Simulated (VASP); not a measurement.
Ta, 5 atoms in the cell. The cell holds a slab with vacuum, 5 atoms: a = 4.695 Å, b = 4.695 Å, c = 10.355 Å, α = 90.00°, β = 90.00°, γ = 120.00°. 

| Item | Value |
| --- | --- |
| Program | VASP 6.6.1 |
| Task | single point |
| Functional | PBE |
| Potentials or basis | VASP PAW PBE potentials, release 64 (Ta_pv) |
| Cutoff | 520 eV |
| k mesh | 9 × 9 × 1 |
| Occupations | fermi-dirac, width 0.08 eV |
| Spin | no spin polarisation |
| Dipole correction | yes |
| Further INCAR settings | ALGO = Normal; EDIFF = 1e-06; NBANDS = 36 |

Potentials or basis: VASP PAW PBE potentials, release 64 (Ta_pv).

Command:

```console
$ cat potpaw_PBE.64/Ta_pv/POTCAR > POTCAR
$ mpirun -np 1 vasp_std > vasp.out
```

Hardware: 1 thread of Intel(R) Xeon(R) Platinum 8259CL CPU @ 2.50GHz (Skylake/Cascade Lake) (shared host).

Task: Estimate the wall time of this run.

Result: Wall time 110 s on 1 thread of Intel(R) Xeon(R) Platinum 8259CL CPU @ 2.50GHz (Skylake/Cascade Lake) (shared host), peak memory 0.33 GiB. Counts: scf iterations 19, k points 12.
